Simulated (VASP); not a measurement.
# Mo4C in VASP: notebook

Mo4C is run at these levels: PBEsol; tasks: relaxation of the atoms.

Program: VASP 6.6.1. These are calculated values, not measurements. Logs are shortened: lines on timing, memory, paths and dates and some standing lists are left out, and cuts for length are marked.

## (1) The cell of the first run

The cell holds a slab with vacuum, 5 atoms: a = 3.129 Å, b = 3.129 Å, c = 20.043 Å, α = 90.00°, β = 90.00°, γ = 90.00°.

## (2) Relaxation of the atoms, PBEsol

INCAR

```
PREC = Accurate ; ENCUT = 520
EDIFF = 1E-6 ; ISMEAR = 0
SIGMA = 0.1 ; LREAL = F
LASPH = T ; NELM = 100
ALGO = Normal ; ISIF = 2
LWAVE = F ; LCHARG = F
LDIPOL = T ; IDIPOL = 3
DIPOL = 0.5 0.5 0.355 ; GGA = PS
IBRION = 2 ; NSW = 36
EDIFFG = -0.025
```

KPOINTS

```
regular mesh
0
Gamma
  9 9 1
```

POSCAR

```
Mo4C
1.0
    3.1294301618      0.0000000000      0.0000000000
    0.0000000000      3.1294301618      0.0000000000
    0.0000000000      0.0000000000     20.0433475010
Mo C
4 1
Selective dynamics
Direct
    0.5000000000      0.5000000000      0.1995674625  F F F
    0.0000000000      0.0000000000      0.2776340170  F F F
    0.5000000000      0.5000000000      0.3579998479  F F F
    0.0000000000      0.0000000000      0.4262435454  F F F
    0.0000000000      0.2500000000      0.5110959707  F F T
```

Potentials or basis: VASP PAW PBE potentials, release 64 (Mo_sv, C).

On the command line:

```
> cat potpaw_PBE.64/Mo_sv/POTCAR potpaw_PBE.64/C/POTCAR > POTCAR
> mpirun -np 1 vasp_std > vasp.out
```

OUTCAR:

```text
PREC = Accurate
   ENCUT = 520
   EDIFF = 1E-6
   ISMEAR = 0
   LREAL = F
   LASPH = T
   NELM = 100
   ISIF = 2
   GGA = PS
   IBRION = 2
   NSW = 36
   EDIFFG = -0.025

 ion  position               nearest neighbor table
   1  0.500  0.500  0.200-   2 2.71   2 2.71   2 2.71   2 2.71   3 3.18
   2  0.000  0.000  0.278-   1 2.71   1 2.71   1 2.71   1 2.71   3 2.74   3 2.74   3 2.74   3 2.74
                             4 2.98
   3  0.500  0.500  0.358-   4 2.60   4 2.60   4 2.60   4 2.60   2 2.74   2 2.74   2 2.74   2 2.74
                             1 3.18
   4  0.000  0.000  0.426-   5 1.87   3 2.60   3 2.60   3 2.60   3 2.60   2 2.98
   5  0.000  0.250  0.511-   4 1.87

  LATTYP: Found a simple tetragonal cell.
 ALAT       =     3.1294301618
 C/A-ratio  =     6.4047914364

  Lattice vectors:

 A1 = (   3.1294301618,   0.0000000000,   0.0000000000)
 A2 = (   0.0000000000,   3.1294301618,   0.0000000000)
 A3 = (   0.0000000000,   0.0000000000,  20.0433475010)

Analysis of symmetry for initial positions (statically):
=====================================================================
 Subroutine PRICEL returns:
 Original cell was already a primitive cell.

 Routine SETGRP: Setting up the symmetry group for a
 simple tetragonal supercell.

 Subroutine GETGRP returns: Found  2 space group operations
 (whereof  2 operations were pure point group operations)
 out of a pool of 16 trial point group operations.

The static configuration has the point symmetry C_1h.

Analysis of symmetry for dynamics (positions and initial velocities):
=====================================================================
 Subroutine PRICEL returns:
 Original cell was already a primitive cell.

 Routine SETGRP: Setting up the symmetry group for a
 simple tetragonal supercell.

 Subroutine GETGRP returns: Found  2 space group operations
 (whereof  2 operations were pure point group operations)
 out of a pool of 16 trial point group operations.

The dynamic configuration has the point symmetry C_1h.

Analysis of constrained symmetry for selective dynamics:
=====================================================================
 Subroutine PRICEL returns:
 Original cell was already a primitive cell.

 Routine SETGRP: Setting up the symmetry group for a
 simple tetragonal supercell.

 Subroutine GETGRP returns: Found  2 space group operations
 (whereof  2 operations were pure point group operations)
 out of a pool of 16 trial point group operations.

The constrained configuration has the point symmetry C_1h.

 Subroutine INISYM returns: Found  2 space group operations
 (whereof  2 operations are pure point group operations),
 and found     1 'primitive' translations

----------------------------------------------------------------------------------------

                                     Primitive cell

  volume of cell :     196.2912

  direct lattice vectors                    reciprocal lattice vectors
     3.129430162  0.000000000  0.000000000     0.319546994  0.000000000  0.000000000
     0.000000000  3.129430162  0.000000000     0.000000000  0.319546994  0.000000000
     0.000000000  0.000000000 20.043347501     0.000000000  0.000000000  0.049891866

  length of vectors
     3.129430162  3.129430162 20.043347501     0.319546994  0.319546994  0.049891866

  position of ions in fractional coordinates (direct lattice)
     0.500000000  0.500000000  0.199567462
     0.000000000  0.000000000  0.277634017
     0.500000000  0.500000000  0.357999848
     0.000000000  0.000000000  0.426243545
     0.000000000  0.250000000  0.511095971

  ion indices of the primitive-cell ions
   primitive index   ion index
                 1           1
                 2           2
                 3           3
                 4           4
                 5           5

----------------------------------------------------------------------------------------

 KPOINTS: regular mesh

Automatic generation of k-mesh.
 Grid dimensions read from file:
 generate k-points for:    9    9    1

 Generating k-lattice:

  Cartesian coordinates                     Fractional coordinates (reciprocal lattice)
     0.035505222  0.000000000  0.000000000     0.111111111  0.000000000  0.000000000
     0.000000000  0.035505222  0.000000000     0.000000000  0.111111111  0.000000000
     0.000000000  0.000000000  0.049891866     0.000000000  0.000000000  1.000000000

  Length of vectors
     0.035505222  0.035505222  0.049891866

  Shift w.r.t. Gamma in fractional coordinates (k-lattice)
     0.000000000  0.000000000  0.000000000

 Subroutine IBZKPT returns following result:
 ===========================================

 Found     25 irreducible k-points:

 Following reciprocal coordinates:
            Coordinates               Weight
  0.000000  0.000000  0.000000      1.000000
  0.111111  0.000000  0.000000      2.000000
  0.000000  0.111111  0.000000      2.000000
  0.222222  0.000000  0.000000      2.000000
  0.000000  0.222222  0.000000      2.000000
  0.333333  0.000000  0.000000      2.000000
[... 16 lines left out ...]
  0.444444  0.333333  0.000000      4.000000
 -0.333333  0.444444  0.000000      4.000000
   k-points           NKPTS =     25   k-points in BZ     NKDIM =     25   number of bands    NBANDS=     36
   number of dos      NEDOS =    301   number of ions     NIONS =      5
   total plane-waves  NPLWV =  86400
   dimension x,y,z NGX =    24 NGY =   24 NGZ =  150
   dimension x,y,z NGXF=    48 NGYF=   48 NGZF=  300
   ions per type =               4   1
   NGX,Y,Z   is equivalent  to a cutoff of  12.75, 12.75, 12.44 a.u.
   NGXF,Y,Z  is equivalent  to a cutoff of  25.50, 25.50, 24.88 a.u.
 SYSTEM =  unknown system
   PREC   = accura    normal or accurate (medium, high low for compatibility)
   ISTART =      0    job   : 0-new  1-cont  2-samecut
   ICHARG =      2    charge: 1-file 2-atom 10-const
   ISPIN  =      1    spin polarized calculation?
   LNONCOLLINEAR =      F non collinear calculations
   LSORBIT =      F    spin-orbit coupling
   LASPH  =      T    aspherical Exc in radial PAW
   ENCUT  =  520.0 eV  38.22 Ry    6.18 a.u.   5.82  5.82 37.27*2*pi/ulx,y,z
   NELM   =    100;   NELMIN=  2; NELMDL= -5     # of ELM steps
   EDIFF  = 0.1E-05   stopping-criterion for ELM
   LREAL  =      F    real-space projection
   EDIFFG = -.3E-01   stopping-criterion for IOM
   NSW    =     36    number of steps for IOM
   IBRION =      2    ionic relax: 0-MD 1-quasi-New 2-CG
   NFREE  =      1    steps in history (QN), initial steepest desc. (CG)
   ISIF   =      2    stress and relaxation
   ISYM   =      2    0-nonsym 1-usesym 2-fastsym
   POTIM  = 0.5000    time-step for ionic-motion
   TEBEG  =    0.0;   TEEND  =   0.0 temperature during run
   PSTRESS=    0.0 pullay stress
   NELECT =      60.0000    total number of electrons
   NUPDOWN=      -1.0000    fix difference up-down
   EMIN   =  10.00;   EMAX   =-10.00  energy-range for DOS
   EFERMI =   0.00;   METHOD = LEGACY
   ISMEAR =     0;   SIGMA  =   0.10  broadening in eV -4-tet -1-fermi 0-gaus
   EFERMI_NEDOS =   21; number of points for ismear=-14 and -15
   IALGO  =     38    algorithm
   IMIX   =      4    mixing-type and parameters
     AMIX     =   0.40;   BMIX     =  1.00
     AMIX_MAG =   1.60;   BMIX_MAG =  1.00
  volume/ion in A,a.u.               =      39.26       264.93
  Fermi-wavevector in a.u.,A,eV,Ry     =   1.102787  2.083965 16.546579  1.216139
  Thomas-Fermi vector in A             =   2.239235
   LORBIT       =      0    0 simple, 1 ext, 2 COOP (PROOUT), +10 PAW based schemes
   GGA     = PS    functional components
   LHFCALC =     F    Hartree Fock is set to
   AEXX    =    0.0000 exact exchange contribution
   IVDW    =     0    specifies the selected vdW correction
   LEPSILON=     F    determine dielectric tensor
   LRPA    =     F    only Hartree local field effects (RPA)
 conjugate gradient relaxation of ions
 non-spin polarized calculation
 Gauss-broadening in eV      SIGMA  =   0.10
  energy-cutoff  :      520.00
  volume of cell :      196.29
 maximum number of plane-waves:      5322
   NGX = 11   NGY = 11   NGZ = 75

 dipolmoment           0.000000      0.000000     -0.130705 electrons x Angstroem

--------------------------------------- Ionic step        1  -------------------------------------------

 number of electron      59.9999998 magnetization

 Free energy of the ion-electron system (eV)
  ---------------------------------------------------
  ext. energy  EPLUGINS =         0.00000000
  ---------------------------------------------------
  free energy    TOTEN  =       -48.84357762 eV

  energy without entropy =      -48.81786398  energy(sigma->0) =      -48.83072080

------------------------ aborting loop because EDIFF is reached ----------------------------------------

  FORCE on cell =-STRESS in cart. coord.  units (eV):
  Direction    XX          YY          ZZ          XY          YZ          ZX
  --------------------------------------------------------------------------------------
  -------------------------------------------------------------------------------------
  Total       -3.0584779     -5.3783837     -2.6011351      0.0000000      1.3010734      0.0000000
  in kB      -24.9640555    -43.8997027    -21.2311101      0.0000000     10.6196838      0.0000000
  external PRESSURE =     -30.0316228 kB  Pullay stress =       0.0000000 kB
[... 63 lines left out ...]
  energy  without entropy=      -48.8634150035  energy(sigma->0) =      -48.87527028

--------------------------------------- Ionic step        3  -------------------------------------------

 number of electron      59.9999998 magnetization

 dipolmoment           0.000000      0.000000      0.140668 electrons x Angstroem

 Free energy of the ion-electron system (eV)
  ---------------------------------------------------
  ext. energy  EPLUGINS =         0.00000000
  ---------------------------------------------------
  free energy    TOTEN  =       -48.88922275 eV

  energy without entropy =      -48.86585539  energy(sigma->0) =      -48.87753907

 E-fermi :   0.7579     XC(G=0):  -5.8707

 val. band max:        0.7411485316   @ k =   0.0000   0.4444   0.0000
 cond. band min:       0.7652801004   @ k =   0.2222   0.2222   0.0000
 fundamental gap:      0.0241315688
 Fermi energy:         0.7578844340

 k-point     1 :       0.0000    0.0000    0.0000
  band No.  band energies     occupation
      1     -60.1994      2.00000
      2     -60.0038      2.00000
      3     -59.7858      2.00000
      4     -59.4395      2.00000
      5     -34.5109      2.00000
      6     -34.4491      2.00000
[... 925 lines left out ...]
     35       2.7662      0.00000
     36       3.2930      0.00000

 [... further k-points ...]

------------------------ aborting loop because EDIFF is reached ----------------------------------------

 vacuum level on the upper side and lower side of the slab       (xc-potential included)         1.249        -1.278

  FORCE on cell =-STRESS in cart. coord.  units (eV):
  Direction    XX          YY          ZZ          XY          YZ          ZX
  --------------------------------------------------------------------------------------
  -------------------------------------------------------------------------------------
  Total       -2.7245380     -4.5860738     -0.3708001      0.0000000      2.2690440      0.0000000
  in kB      -22.2383557    -37.4326726     -3.0265627      0.0000000     18.5205002      0.0000000
  external PRESSURE =     -20.8991970 kB  Pullay stress =       0.0000000 kB

 VOLUME and BASIS-vectors are now :
 -----------------------------------------------------------------------------
  energy-cutoff  :      520.00
  volume of cell :      196.29
      direct lattice vectors                 reciprocal lattice vectors
     3.129430162  0.000000000  0.000000000     0.319546994  0.000000000  0.000000000
     0.000000000  3.129430162  0.000000000     0.000000000  0.319546994  0.000000000
     0.000000000  0.000000000 20.043347501     0.000000000  0.000000000  0.049891866
[... 11 lines left out ...]
  FREE ENERGIE OF THE ION-ELECTRON SYSTEM (eV)
  ---------------------------------------------------
  free  energy   TOTEN  =       -48.8892227475 eV

  energy  without entropy=      -48.8658553868  energy(sigma->0) =      -48.87753907

 reached required accuracy - stopping structural energy minimisation

 vacuum level on the upper side and lower side of the slab         7.248         4.710
```

It took 5 min on 1 thread of Intel Xeon 6975P-C (Granite Rapids), shared host; peak memory 0.36 GiB.

Results:

```
Free energy               : -48.8892 eV
Energy gained by relaxing : 9.1 meV/atom
Ionic steps               : 3
Band gap on the k mesh    : zero (bands 30 and 31 overlap by 0.52 eV)
```

The path:
| step | energy change (eV) | largest force on free atoms (eV/Å) | pressure (GPa) |
| --- | --- | --- | --- |
| 1 | 0.0000 | 1.1959 | -3.00 |
| 2 | -0.0435 | 0.2770 | -2.29 |
| 3 | -0.0456 | 0.0005 | -2.09 |

Final structure:
```cif
data_structure
_symmetry_space_group_name_H-M 'P 1'
_symmetry_Int_Tables_number 1
_cell_length_a 3.1294
_cell_length_b 3.1294
_cell_length_c 20.0433
_cell_angle_alpha 90.000
_cell_angle_beta 90.000
_cell_angle_gamma 90.000
_cell_volume 196.29
loop_
_atom_site_label
_atom_site_type_symbol
_atom_site_fract_x
_atom_site_fract_y
_atom_site_fract_z
_atom_site_occupancy
Mo1 Mo 0.50000 0.50000 0.19957 1
Mo2 Mo 0.00000 0.00000 0.27763 1
Mo3 Mo 0.50000 0.50000 0.35800 1
Mo4 Mo 0.00000 0.00000 0.42624 1
C1 C 0.00000 0.25000 0.50746 1
```

Caveat: the PAW data sets were made with another functional, which shifts forces and pressure a little.

## (3) Relaxation of the atoms, PBEsol

INCAR

```
SYSTEM = Mo4C
ALGO = Normal ; DIPOL = 0.5 0.5 0.356
EDIFF = 1E-6 ; EDIFFG = -0.025
ENCUT = 520 ; GGA = PS
IBRION = 2 ; IDIPOL = 3
ISIF = 2 ; ISMEAR = 0
LASPH = .True. ; LCHARG = .False.
LDIPOL = .True. ; LREAL = .False.
LWAVE = .False. ; NELM = 80
NSW = 36 ; PREC = Accurate
SIGMA = 0.1
```

KPOINTS

```
k-points
0
Gamma
  9 9 1
  0 0 0
```

Edit POSCAR of step 2 so:

```diff
@@ -13,2 +13,2 @@
     0.0000000000      0.0000000000      0.4262435454  F F F
-    0.0000000000      0.2500000000      0.5110959707  F F T
+    0.0000000000      0.1250000000      0.5160851573  F F T
```

Potentials or basis: VASP PAW PBE potentials, release 64 (Mo_sv, C).

On the command line:

```
> cat potpaw_PBE.64/Mo_sv/POTCAR potpaw_PBE.64/C/POTCAR > POTCAR
> mpirun -np 1 vasp_std > vasp.out
```

Wall time 4.8 min (1 thread of Intel Xeon 6975P-C (Granite Rapids), shared host); peak memory 0.36 GiB.

The run converged. Its results:

| Quantity | Value |
| --- | --- |
| Free energy | -48.4761 eV |
| Energy gained by relaxing | 1.0 meV/atom |
| Ionic steps | 3 |
| Band gap on the k mesh | zero (bands 30 and 31 overlap by 0.45 eV) |

The path:
| step | energy change (eV) | largest force on free atoms (eV/Å) | pressure (GPa) |
| --- | --- | --- | --- |
| 1 | 0.0000 | 0.4400 | -2.44 |
| 2 | -0.0051 | 0.0413 | -2.15 |
| 3 | -0.0052 | 0.0031 | -2.13 |

Final structure:
```
Mo C
1.0
     3.12943    0.00000    0.00000
     0.00000    3.12943    0.00000
     0.00000    0.00000   20.04335
Mo C
4 1
Direct
  0.50000 0.50000 0.19957
  0.00000 0.00000 0.27763
  0.50000 0.50000 0.35800
  0.00000 0.00000 0.42624
  0.00000 0.12500 0.51492
```

Levels at points of the mesh, in eV from the Fermi level:
| k point | band 27 | band 28 | band 29 | band 30 | band 31 | band 32 | band 33 | band 34 |
| --- | --- | --- | --- | --- | --- | --- | --- | --- |
| (0.00, 0.00, 0.00) | -0.96 | -0.78 | -0.74 | -0.20 | -0.09 | 0.36 | 0.51 | 0.51 |

Caveat: the PAW data sets were made with another functional, which shifts forces and pressure a little.

(Part 1 of 2 ends here.)
